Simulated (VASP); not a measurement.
Hf:

```
Hf
1.0
     3.19670    0.00000    0.00000
    -1.59835    2.76842    0.00000
     0.00000    0.00000    5.05780
Hf
2
Direct
  0.33333 0.66667 0.25000
  0.66667 0.33333 0.75000
```

```yaml
Program: VASP 6.6.1
Task: relaxation of cell and atoms
Functional: PBEsol
Potentials_or_basis: VASP PAW PBE potentials, release 64 (Hf_pv)
Cutoff: 600 eV
k_mesh: 8 × 8 × 5
Occupations: gaussian, width 0.05 eV
Spin: no spin polarisation
```

At the start: pressure -3.9 GPa; volume 22.38 Å³/atom.

**Question.** How do energy, volume and symmetry change on relaxing?

**Answer.** Over 4 steps the energy falls by 10.0 meV/atom and the volume is 21.58 Å³/atom (-3.6 %); space group P6_3/mmc (No. 194, to 0.05 Å).

Step by step:
| step | energy change (eV) | largest force (eV/Å) | pressure (GPa) | volume (Å³) |
| --- | --- | --- | --- | --- |
| 1 | 0.0000 | 0.0000 | -3.92 | 44.76 |
| 2 | 0.0110 | 0.0000 | 5.54 | 41.31 |
| 3 | -0.0200 | 0.0000 | -0.04 | 43.18 |
| 4 | -0.0200 | 0.0000 | 0.04 | 43.15 |

Final structure:
```yaml
crystal:
  lattice:
    - [3.15816, 0.00000, 0.00000]
    - [-1.57908, 2.73505, 0.00000]
    - [0.00000, 0.00000, 4.99566]
  atoms:
    - { symbol: Hf, position: [0.33333, 0.66667, 0.25000] }
    - { symbol: Hf, position: [0.66667, 0.33333, 0.75000] }
```

Caveat: the PAW data sets were made with another functional, which shifts forces and pressure a little.
